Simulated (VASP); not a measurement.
# Sr4NbO: relaxation of cell and atoms with PBE

The system is Sr4NbO.

```
Sr Nb O
1.0
     0.00000    4.31026    4.31026
     4.31026    0.00000    4.31026
     4.31026    4.31026    0.00000
Sr Nb O
4 1 1
Direct
  0.12500 0.62500 0.62500
  0.62500 0.62500 0.62500
  0.62500 0.12500 0.62500
  0.62500 0.62500 0.12500
  0.00000 0.00000 0.00000
  0.25000 0.25000 0.25000
```

```json
{
 "Program": "VASP 6.6.1",
 "Task": "relaxation of cell and atoms",
 "Functional": "PBE",
 "Potentials or basis": "VASP PAW PBE potentials, release 64 (Sr_sv, Nb_sv, O)",
 "Cutoff": "600 eV",
 "k mesh": "4 × 4 × 4",
 "Occupations": "gaussian, width 0.1 eV",
 "Spin": "collinear spin, ferrimagnetic start",
 "Starting moments": "[0.05, 0.05, 0.05, 0.05, 3.62, -0.28] μB",
 "Dipole correction": "no",
 "Further INCAR settings": "ALGO = Normal; EDIFF = 1e-06; IBRION = 2; EDIFFG = -0.04; NSW = 90; ISIF = 3"
}
```

- Relaxed volume: 39.41 Å³/atom
- Relaxed cell: a = 6.941 Å, b = 6.941 Å, c = 6.941 Å, α = 60.00°, β = 60.00°, γ = 60.00°
- Space group after relaxing (to 0.05 Å): F-43m (No. 216)
- Energy gained by relaxing: 260.9 meV/atom
- Ionic steps: 7
- Pressure after relaxing: -0.1 GPa
- Net moment: 4.31 μB per cell
- Site moments: Sr +0.03; Nb +2.38; O -0.26 μB
- Valence electrons inside the program's atomic spheres: Sr 8.02; Nb 10.54; O 4.69

Step by step:
| step | energy change (eV) | largest force (eV/Å) | pressure (GPa) | volume (Å³) |
| --- | --- | --- | --- | --- |
| 1 | 0.0000 | 0.1529 | 8.74 | 160.16 |
| 2 | -1.2327 | 0.1866 | 2.97 | 196.35 |
| 3 | -1.5337 | 0.3212 | 0.61 | 224.81 |
| 4 | -1.5500 | 0.3463 | 0.07 | 233.60 |
| 5 | -1.5499 | 0.3505 | -0.02 | 235.26 |
| 6 | -1.5653 | 0.0455 | -0.08 | 236.35 |
| 7 | -1.5655 | 0.0076 | -0.07 | 236.48 |

Final structure:
```cif
data_structure
_symmetry_space_group_name_H-M 'P 1'
_symmetry_Int_Tables_number 1
_cell_length_a 6.9413
_cell_length_b 6.9413
_cell_length_c 6.9413
_cell_angle_alpha 60.000
_cell_angle_beta 60.000
_cell_angle_gamma 60.000
_cell_volume 236.48
loop_
_atom_site_label
_atom_site_type_symbol
_atom_site_fract_x
_atom_site_fract_y
_atom_site_fract_z
_atom_site_occupancy
Sr1 Sr 0.12382 0.62539 0.62539 1
Sr2 Sr 0.62539 0.62539 0.62539 1
Sr3 Sr 0.62539 0.12382 0.62539 1
Sr4 Sr 0.62539 0.62539 0.12382 1
Nb1 Nb 0.00000 0.00000 0.00000 1
O1 O 0.25000 0.25000 0.25000 1
```

Levels at points of the mesh, in eV from the Fermi level:
Spin up:
```
           k point  band 28  band 29  band 30  band 31  band 32  band 33  band 34  band 35  band 36  band 37
(0.00, 0.00, 0.00)    -0.80    -0.80    -0.73    -0.73     0.30     0.30     0.30     0.56     0.56     0.56
(0.50, 0.00, 0.00)    -0.84    -0.65    -0.65    -0.62     0.12     0.61     0.61     0.86     1.01     1.08
(0.50, 0.50, 0.00)    -0.78    -0.78    -0.41    -0.38    -0.33     0.54     0.54     0.61     1.51     1.51
```
Spin down:
| k point | band 24 | band 25 | band 26 | band 27 | band 28 | band 29 | band 30 | band 31 |
| --- | --- | --- | --- | --- | --- | --- | --- | --- |
| (0.00, 0.00, 0.00) | -1.34 | -1.34 | -1.10 | -0.28 | -0.28 | -0.28 | 0.86 | 0.86 |
| (0.50, 0.00, 0.00) | -1.30 | -1.30 | -0.87 | 0.06 | 0.06 | 0.10 | 0.50 | 0.84 |
| (0.50, 0.50, 0.00) | -1.36 | -1.34 | -0.64 | -0.46 | 0.35 | 0.35 | 0.74 | 0.78 |

It took 11 min on 1 thread of Intel(R) Xeon(R) 6975P-C (Granite Rapids), with other jobs on the host, peak memory 0.48 GiB.

Caveat: the volume moved by over 15 % at a fixed basis, so the end points are rough.
